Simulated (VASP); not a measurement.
# F (Pm-3m) in VASP: notebook, part 2 of 2

VASP 6.6.1. The steps go on from the part before.

### 3 Single point, LDA (9.05 Å³/atom)

File INCAR:

```
PREC = Accurate
ENCUT = 520
EDIFF = 1E-6
ISMEAR = -1
SIGMA = 0.08
LREAL = F
LASPH = T
NELM = 60
ALGO = Normal
ISIF = 2
LWAVE = F
LCHARG = F
GGA = CA
NBANDS = 10
```

File KPOINTS:

```
regular mesh
0
Gamma
  17 17 17
```

File POSCAR:

```
F
1.0
    2.0842544779      0.0000000000      0.0000000000
    0.0000000000      2.0842544779      0.0000000000
    0.0000000000      0.0000000000      2.0842544779
F
1
Direct
    0.0000000000      0.0000000000      0.0000000000
```

Potentials or basis: VASP PAW LDA potentials, release 64 (F).

Launch:

```
$ cat potpaw_LDA.64/F/POTCAR > POTCAR
$ mpirun -np 1 vasp_std > vasp.out
```

OUTCAR:

```text
PREC = Accurate
   ENCUT = 520
   EDIFF = 1E-6
   ISMEAR = -1
   LREAL = F
   LASPH = T
   NELM = 60
   ISIF = 2
   GGA = CA

 ion  position               nearest neighbor table
   1  0.000  0.000  0.000-

  LATTYP: Found a simple cubic cell.
 ALAT       =     2.0842544779

  Lattice vectors:

 A1 = (   2.0842544779,   0.0000000000,   0.0000000000)
 A2 = (   0.0000000000,   2.0842544779,   0.0000000000)
 A3 = (   0.0000000000,   0.0000000000,   2.0842544779)

Analysis of symmetry for initial positions (statically):
=====================================================================
 Subroutine PRICEL returns:
 Original cell was already a primitive cell.

 Routine SETGRP: Setting up the symmetry group for a
 simple cubic supercell.

 Subroutine GETGRP returns: Found 48 space group operations
 (whereof 48 operations were pure point group operations)
 out of a pool of 48 trial point group operations.

The static configuration has the point symmetry O_h .

Analysis of symmetry for dynamics (positions and initial velocities):
=====================================================================
 Subroutine PRICEL returns:
 Original cell was already a primitive cell.

 Routine SETGRP: Setting up the symmetry group for a
 simple cubic supercell.

 Subroutine GETGRP returns: Found 48 space group operations
 (whereof 48 operations were pure point group operations)
 out of a pool of 48 trial point group operations.

The dynamic configuration has the point symmetry O_h .

 Subroutine INISYM returns: Found 48 space group operations
 (whereof 48 operations are pure point group operations),
 and found     1 'primitive' translations

----------------------------------------------------------------------------------------

                                     Primitive cell

  volume of cell :       9.0542

  direct lattice vectors                    reciprocal lattice vectors
     2.084254478  0.000000000  0.000000000     0.479787862  0.000000000  0.000000000
     0.000000000  2.084254478  0.000000000     0.000000000  0.479787862  0.000000000
     0.000000000  0.000000000  2.084254478     0.000000000  0.000000000  0.479787862

  length of vectors
     2.084254478  2.084254478  2.084254478     0.479787862  0.479787862  0.479787862

  position of ions in fractional coordinates (direct lattice)
     0.000000000  0.000000000  0.000000000

  ion indices of the primitive-cell ions
   primitive index   ion index
                 1           1

----------------------------------------------------------------------------------------

 KPOINTS: regular mesh

Automatic generation of k-mesh.
 Grid dimensions read from file:
 generate k-points for:   17   17   17

 Generating k-lattice:

  Cartesian coordinates                     Fractional coordinates (reciprocal lattice)
     0.028222815  0.000000000  0.000000000     0.058823529  0.000000000  0.000000000
     0.000000000  0.028222815  0.000000000     0.000000000  0.058823529  0.000000000
     0.000000000  0.000000000  0.028222815     0.000000000  0.000000000  0.058823529

  Length of vectors
     0.028222815  0.028222815  0.028222815

  Shift w.r.t. Gamma in fractional coordinates (k-lattice)
     0.000000000  0.000000000  0.000000000

 Subroutine IBZKPT returns following result:
 ===========================================

 Found    165 irreducible k-points:

 Following reciprocal coordinates:
            Coordinates               Weight
  0.000000  0.000000  0.000000      1.000000
  0.058824  0.000000  0.000000      6.000000
  0.117647  0.000000  0.000000      6.000000
  0.176471  0.000000  0.000000      6.000000
  0.235294  0.000000  0.000000      6.000000
  0.294118  0.000000  0.000000      6.000000
[... 16 lines left out ...]
  0.411765  0.117647  0.000000     24.000000
  0.470588  0.117647  0.000000     24.000000
 [... further k-points ...]
   k-points           NKPTS =    165   k-points in BZ     NKDIM =    165   number of bands    NBANDS=     10
   number of dos      NEDOS =    301   number of ions     NIONS =      1
   total plane-waves  NPLWV =   4096
   dimension x,y,z NGX =    16 NGY =   16 NGZ =   16
   dimension x,y,z NGXF=    32 NGYF=   32 NGZF=   32
   ions per type =               1
   NGX,Y,Z   is equivalent  to a cutoff of  12.76, 12.76, 12.76 a.u.
   NGXF,Y,Z  is equivalent  to a cutoff of  25.52, 25.52, 25.52 a.u.
 SYSTEM =  unknown system
   PREC   = accura    normal or accurate (medium, high low for compatibility)
   ISTART =      0    job   : 0-new  1-cont  2-samecut
   ICHARG =      2    charge: 1-file 2-atom 10-const
   ISPIN  =      1    spin polarized calculation?
   LNONCOLLINEAR =      F non collinear calculations
   LSORBIT =      F    spin-orbit coupling
   LASPH  =      T    aspherical Exc in radial PAW
   ENCUT  =  520.0 eV  38.22 Ry    6.18 a.u.   3.88  3.88  3.88*2*pi/ulx,y,z
   NELM   =     60;   NELMIN=  2; NELMDL= -5     # of ELM steps
   EDIFF  = 0.1E-05   stopping-criterion for ELM
   LREAL  =      F    real-space projection
[... 7 lines left out ...]
   TEBEG  =    0.0;   TEEND  =   0.0 temperature during run
   PSTRESS=    0.0 pullay stress
   NELECT =       7.0000    total number of electrons
   NUPDOWN=      -1.0000    fix difference up-down
   EMIN   =  10.00;   EMAX   =-10.00  energy-range for DOS
   EFERMI =   0.00;   METHOD = LEGACY
   ISMEAR =    -1;   SIGMA  =   0.08  broadening in eV -4-tet -1-fermi 0-gaus
   EFERMI_NEDOS =   21; number of points for ismear=-14 and -15
   IALGO  =     38    algorithm
   IMIX   =      4    mixing-type and parameters
     AMIX     =   0.40;   BMIX     =  1.00
     AMIX_MAG =   1.60;   BMIX_MAG =  1.00
  volume/ion in A,a.u.               =       9.05        61.10
  Fermi-wavevector in a.u.,A,eV,Ry     =   1.502531  2.839372 30.716504  2.257599
  Thomas-Fermi vector in A             =   2.613759
   LORBIT       =      0    0 simple, 1 ext, 2 COOP (PROOUT), +10 PAW based schemes
   GGA     = CA    functional components
   LHFCALC =     F    Hartree Fock is set to
   AEXX    =    0.0000 exact exchange contribution
   IVDW    =     0    specifies the selected vdW correction
   LEPSILON=     F    determine dielectric tensor
   LRPA    =     F    only Hartree local field effects (RPA)
 non-spin polarized calculation
  energy-cutoff  :      520.00
  volume of cell :        9.05
 maximum number of plane-waves:       271
 NGX is ok and might be reduce to    16
   NGX =  7   NGY =  7   NGZ =  7

 number of electron       6.9999998 magnetization

 Free energy of the ion-electron system (eV)
  ---------------------------------------------------
  ext. energy  EPLUGINS =         0.00000000
  ---------------------------------------------------
  free energy    TOTEN  =        -1.58185260 eV

  energy without entropy =       -1.55242406  energy(sigma->0) =       -1.56713833

 E-fermi :  -2.0122     XC(G=0): -11.5901

 val. band max:       -2.0133322926   @ k =   0.1176   0.1176   0.0000
 cond. band min:      -2.0048243629   @ k =   0.4706   0.2353   0.1176
 fundamental gap:      0.0085079297
 Fermi energy:        -2.0121755318

 k-point     1 :       0.0000    0.0000    0.0000
  band No.  band energies     occupation
      1     -25.2084      2.00000
      2      -2.1576      1.72056
      3      -2.1576      1.72056
      4      -2.1576      1.72056
      5      10.9339      0.00000
      6      26.9865      0.00000
      7      26.9865      0.00000
      8      40.2935      0.00000
      9      40.2935      0.00000
     10      40.2935      0.00000

 k-point     2 :       0.0588    0.0000    0.0000
  band No.  band energies     occupation
      1     -25.1569      2.00000
      2      -2.3985      1.98414
      3      -2.1388      1.65923
      4      -2.1388      1.65923
      5      11.1040      0.00000
      6      26.9402      0.00000
      7      27.0968      0.00000
      8      40.1887      0.00000
      9      40.1887      0.00000
     10      40.2905      0.00000
[... 274 lines left out ...]
 k-point    24 :       0.4706    0.1176    0.0000
  band No.  band energies     occupation
      1     -23.2227      2.00000
      2      -7.9491      2.00000
      3      -2.2782      1.93060
      4      -1.5232      0.00442
      5      16.9238      0.00000
      6      21.1901      0.00000
      7      32.2024      0.00000
      8      33.3946      0.00000
      9      37.1673      0.00000
     10      43.6554      0.00000

 [... further k-points ...]

------------------------ aborting loop because EDIFF is reached ----------------------------------------

  FORCE on cell =-STRESS in cart. coord.  units (eV):
  Direction    XX          YY          ZZ          XY          YZ          ZX
  --------------------------------------------------------------------------------------
  -------------------------------------------------------------------------------------
  Total       -0.0386660     -0.0386660     -0.0386660      0.0000000     -0.0000000     -0.0000000
  in kB       -6.8420678     -6.8420678     -6.8420678      0.0000000     -0.0000000     -0.0000000
  external PRESSURE =      -6.8420678 kB  Pullay stress =       0.0000000 kB

 VOLUME and BASIS-vectors are now :
 -----------------------------------------------------------------------------
  energy-cutoff  :      520.00
  volume of cell :        9.05
      direct lattice vectors                 reciprocal lattice vectors
     2.084254478  0.000000000  0.000000000     0.479787862  0.000000000  0.000000000
     0.000000000  2.084254478  0.000000000     0.000000000  0.479787862  0.000000000
     0.000000000  0.000000000  2.084254478     0.000000000  0.000000000  0.479787862

 POSITION                                       TOTAL-FORCE (eV/Angst)
 -----------------------------------------------------------------------------------
      0.00000      0.00000      0.00000         0.000000      0.000000      0.000000
 -----------------------------------------------------------------------------------
    total drift:                               -0.000000      0.000000      0.000000

  FREE ENERGIE OF THE ION-ELECTRON SYSTEM (eV)
  ---------------------------------------------------
  free  energy   TOTEN  =        -1.5818526022 eV

  energy  without entropy=       -1.5524240642  energy(sigma->0) =       -1.56713833
```

Wall time 5.2 s (1 thread of Intel Xeon 8259CL, shared host); peak memory 0.11 GiB.

Results:

```yaml
Free_energy: -1.5819 eV
Pressure: -0.7 GPa
Band_gap_on_the_k_mesh: zero (an odd number of electrons rules out a gap without spin polarisation)
```

Levels at points of the mesh, in eV from the Fermi level:
```
           k point  band 2  band 3  band 4  band 5  band 6  band 7
(0.00, 0.00, 0.00)   -0.15   -0.15   -0.15   12.95   29.00   29.00
```

Caveat: an odd number of electrons without spin polarisation forces a metal; a magnetic or distorted state may lie lower.

### 4 Single point, LDA

This run uses another cell than the first one, of 7.24 Å³/atom.

File INCAR:

```
PREC = Accurate ; ENCUT = 520
EDIFF = 1E-6 ; ISMEAR = -1
SIGMA = 0.08 ; LREAL = False
LASPH = True ; NELM = 100
ALGO = Normal ; ISIF = 2
LWAVE = False ; LCHARG = True
LELF = True ; LVHAR = True
NBANDS = 10
```

File KPOINTS:

```
regular mesh
0
Gamma
  26 26 26
```

File POSCAR:

```
F
1.0
    1.9348504622      0.0000000000      0.0000000000
    0.0000000000      1.9348504622      0.0000000000
    0.0000000000      0.0000000000      1.9348504622
F
1
Direct
    0.0000000000      0.0000000000      0.0000000000
```

Launch:

```
$ cat potpaw_LDA.64/F/POTCAR > POTCAR
$ mpirun -np 1 vasp_std > vasp.out
```

Wall time 11 s (1 thread of Intel Xeon 8259CL, shared host); peak memory 0.13 GiB.

The run converged. Its results:

```yaml
Free_energy: -1.3885 eV
Pressure: 41.5 GPa
Band_gap_on_the_k_mesh: zero (an odd number of electrons rules out a gap without spin polarisation)
```

Levels at points of the mesh, in eV from the Fermi level:
```tsv
k point	band 1	band 2	band 3	band 4	band 5	band 6	band 7	band 8	band 9
(0.00, 0.00, 0.00)	-25.55	-0.23	-0.23	-0.23	14.78	30.58	30.58	47.21	47.21
(0.50, 0.00, 0.00)	-22.72	-8.52	0.60	0.60	21.23	25.46	37.12	41.88	41.88
(0.50, 0.50, 0.00)	-20.32	-6.10	-6.10	1.28	15.62	31.74	31.74	36.75	48.59
(0.50, 0.50, 0.50)	-18.24	-4.37	-4.37	-4.37	23.60	23.60	23.60	28.06	46.09
```

Caveat: the cell stands under pressure; an odd number of electrons without spin polarisation forces a metal; a magnetic or distorted state may lie lower.

### 5 Relaxation of cell and atoms, LDA

This run uses another cell than the first one, of 14.04 Å³/atom.

File INCAR:

```
ALGO = Normal
EDIFF = 1E-7
EDIFFG = -0.005
ENCUT = 600
IBRION = 2
ISIF = 3
ISMEAR = -1
LASPH = T
LCHARG = F
LREAL = F
LWAVE = F
NELM = 60
NSW = 60
PREC = Accurate
SIGMA = 0.08
```

File KPOINTS:

```
k-points
0
Gamma
  17 17 17
```

File POSCAR:

```
F
1.0
    2.4124354551      0.0000000000      0.0000000000
    0.0000000000      2.4124354551      0.0000000000
    0.0000000000      0.0000000000      2.4124354551
F
1
Direct
    0.0000000000      0.0000000000      0.0000000000
```

Launch:

```
$ cat potpaw_LDA.64/F/POTCAR > POTCAR
$ mpirun -np 1 vasp_std > vasp.out
```

It took 56 s on 1 thread of Intel Xeon 8259CL, shared host; peak memory 0.13 GiB.

It converged, with:

* Free energy: -1.6008 eV
* Relaxed volume: 9.03 Å³/atom
* Relaxed cell: a = 2.082 Å, b = 2.082 Å, c = 2.082 Å, α = 90.00°, β = 90.00°, γ = 90.00°
* Space group after relaxing (to 0.1 Å): Pm-3m (No. 221)
* Pressure after relaxing: 0.0 GPa
* Band gap on the k mesh: zero (an odd number of electrons rules out a gap without spin polarisation)

Final structure:
```
F
1.0
     2.08224    0.00000    0.00000
     0.00000    2.08224    0.00000
     0.00000    0.00000    2.08224
F
1
Direct
  0.00000 0.00000 0.00000
```

Levels at points of the mesh, in eV from the Fermi level:
```tsv
k point	band 2	band 3	band 4	band 5	band 6	band 7
(0.00, 0.00, 0.00)	-0.15	-0.15	-0.15	12.97	29.03	29.03
```

Caveat: the volume moved by over 15 % at a fixed basis, so the end points are rough; an odd number of electrons without spin polarisation forces a metal; a magnetic or distorted state may lie lower.

### 6 Overview

```tsv
task	cell	k mesh	cutoff (eV)	gap on the mesh (eV)	pressure (GPa)
single point	a = 2.084 Å, 1 atom	17 × 17 × 17	520	none	-0.7
single point	a = 1.935 Å, 1 atom	26 × 26 × 26	520	none	41.5
relaxation of cell and atoms	relaxed from a = 2.412 Å, 1 atom	17 × 17 × 17	600	none	0.0
```

Alike in all rows: level LDA; potentials or basis VASP PAW LDA potentials, release 64 (F); no spin polarisation; smearing fermi-dirac 0.08 eV.

Caveats: an odd number of electrons without spin polarisation forces a metal; a magnetic or distorted state may lie lower; the cell stands under pressure (at least some runs); the volume moved by over 15 % at a fixed basis, so the end points are rough (at least some runs).

Absolute energies hang on the potentials; compare differences alone.
